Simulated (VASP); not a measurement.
BN (Qingsongite): single point with PBE

The system is BN (Qingsongite).

```xyz
2
Lattice="0.0000 1.8313 1.8313 1.8313 0.0000 1.8313 1.8313 1.8313 0.0000" Properties=species:S:1:pos:R:3 pbc="T T T"
B     0.0000    0.0000    0.0000
N     0.9156    0.9156    0.9156
```

```yaml
Program: VASP 6.6.1
Task: single point
Functional: PBE
Potentials_or_basis: VASP PAW PBE potentials, release 64 (B, N)
Cutoff: 520 eV
k_mesh: 10 × 10 × 10
Occupations: gaussian, width 0.01 eV
Spin: no spin polarisation
```

The pressure is -10.8 GPa. The band gap on the k mesh is 4.42 eV, indirect (least direct gap 8.63 eV).

Levels at points of the mesh, in eV from the valence-band top:
```csv
k point,band 1,band 2,band 3,band 4,band 5,band 6,band 7,band 8,band 9
"(0.00, 0.00, 0.00)",-19.79,0.00,0.00,0.00,8.63,8.63,8.63,9.72,24.02
"(0.50, 0.00, 0.00)",-15.76,-10.34,-1.87,-1.87,9.64,10.49,10.49,14.85,22.91
"(0.50, 0.50, 0.00)",-14.45,-8.66,-4.71,-4.71,4.42,9.01,17.32,17.32,20.13
```

It took 8 s on 1 thread of AMD EPYC 7R13, on a shared host, peak memory 0.09 GiB.

A k mesh can miss the band edges. As with any semilocal functional, this PBE gap is likely too small.
